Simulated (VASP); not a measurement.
Set up this calculation in VASP 6.6.1, as the native input.

```
Task                   : relaxation of cell and atoms
Functional             : PBEsol
Potentials or basis    : VASP PAW PBE potentials, release 64 (Ti_sv)
Cutoff                 : 600 eV
k mesh                 : 10 × 10 × 10
Occupations            : fermi-dirac, width 0.1 eV
Spin                   : no spin polarisation
Target pressure        : 5 GPa
Dipole correction      : no
Further INCAR settings : ALGO = Normal; EDIFF = 1e-06; IBRION = 2; EDIFFG = -0.01; NSW = 80; ISIF = 3
```

The structure of Ti lies in POSCAR:

```
Ti
1.0
    1.6400000000      1.6400000000      1.6400000000
   -1.6400000000      1.6400000000      1.6400000000
   -1.6400000000     -1.6400000000      1.6400000000
Ti
1
Direct
    0.0000000000      0.0000000000      0.0000000000
```

These files were run (other wordings do the same):

INCAR

```
PREC     = Accurate       # precision mode
ENCUT    = 600            # plane-wave cutoff, eV
EDIFF    = 1E-6           # SCF threshold, eV
ISMEAR   = -1             # smearing method
SIGMA    = 0.1            # smearing width, eV
LREAL    = False          # projectors in reciprocal space
LASPH    = True           # aspherical terms in the spheres
NELM     = 100            # most SCF steps
ALGO     = Normal         # electronic algorithm
ISIF     = 3              # what is computed and relaxed
LWAVE    = False          # write WAVECAR
LCHARG   = False          # write CHGCAR
GGA      = PS             # functional
IBRION   = 2              # ionic algorithm
NSW      = 80             # ionic steps
EDIFFG   = -0.01          # ionic threshold
PSTRESS  = 50.0
```

KPOINTS

```
Automatic mesh
0
Gamma
  10 10 10
```

Potentials or basis: VASP PAW PBE potentials, release 64 (Ti_sv).

The run is started by

```sh
$ cat potpaw_PBE.64/Ti_sv/POTCAR > POTCAR
$ mpirun -np 1 vasp_std > vasp.out
```

Results of the run:

| Property | Result |
| --- | --- |
| Relaxed volume | 15.88 Å³/atom |
| Relaxed cell | a = 2.743 Å, b = 2.743 Å, c = 2.743 Å, α = 70.53°, β = 109.47°, γ = 70.53° |
| Space group after relaxing (to 0.05 Å) | Im-3m (No. 229) |
| Energy change on relaxing (the enthalpy is what falls) | -12.2 meV/atom |
| Ionic steps | 3 |
| Pressure after relaxing | 4.9 GPa |
| Band gap on the k mesh | zero (band 6 reaches 9.98 eV, above the bottom of band 7 at 8.18 eV) |

Caveat: the cell is relaxed towards a set pressure, so the enthalpy falls and the energy may rise; the PAW data sets were made with another functional, which shifts forces and pressure a little.

Run time: 21 s on 1 thread of Intel(R) Xeon(R) Platinum 8488C (Sapphire Rapids), on a shared host, peak memory 0.15 GiB.
